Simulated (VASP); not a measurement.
Write the native input for VASP 6.6.1 that does the following.

```yaml
Task: single point
Functional: PBE
Potentials_or_basis: VASP PAW PBE potentials, release 64 (H, Pt_sv_GW)
Cutoff: 570 eV
k_mesh: 12 × 12 × 8
Occupations: gaussian, width 0.1 eV
Spin: no spin polarisation
Dipole_correction: no
Further_INCAR_settings: ALGO = Normal; EDIFF = 1e-06; NBANDS = 20
```

The structure of H5Pt lies in POSCAR:

```
H5Pt
1.0
    3.4461913566      0.0000000000      0.0000000000
   -1.7230956783      2.9844892611      0.0000000000
    0.0000000000      0.0000000000      5.8593127534
H Pt
5 1
Direct
    0.5000000000      0.0000000000      0.0000000000
    0.0000000000      0.5000000000      0.0000000000
    0.5000000000      0.5000000000      0.0000000000
    0.3333333333      0.6666666667      0.5000000000
    0.6666666667      0.3333333333      0.5000000000
    0.0000000000      0.0000000000      0.0000000000
```

These files were run (other wordings do the same):

INCAR

```
ALGO = Normal
EDIFF = 1E-6
ENCUT = 570
GGA = PE
GGA_COMPAT = F
ISIF = 2
ISMEAR = 0
LASPH = T
LCHARG = T
LELF = T
LREAL = F
LVHAR = T
LWAVE = F
NBANDS = 20
NELM = 120
PREC = Accurate
SIGMA = 0.1
```

KPOINTS

```
k-points
0
Gamma
  12 12 8
```

Potentials or basis: VASP PAW PBE potentials, release 64 (H, Pt_sv_GW).

The run is started by

```sh
$ cat potpaw_PBE.64/H/POTCAR potpaw_PBE.64/Pt_sv_GW/POTCAR > POTCAR
$ mpirun -np 1 vasp_std > vasp.out
```

It gave:

- Pressure: -0.4 GPa
- Band gap on the k mesh: zero (an odd number of electrons rules out a gap without spin polarisation)

Caveat: spin-orbit coupling is left out, which moves the levels of the heavy elements; an odd number of electrons without spin polarisation forces a metal; a magnetic or distorted state may lie lower.

Run time: 2.3 min on 1 thread of Intel(R) Xeon(R) Platinum 8375C CPU @ 2.90GHz (Ice Lake), with other jobs on the host, peak memory 0.27 GiB.
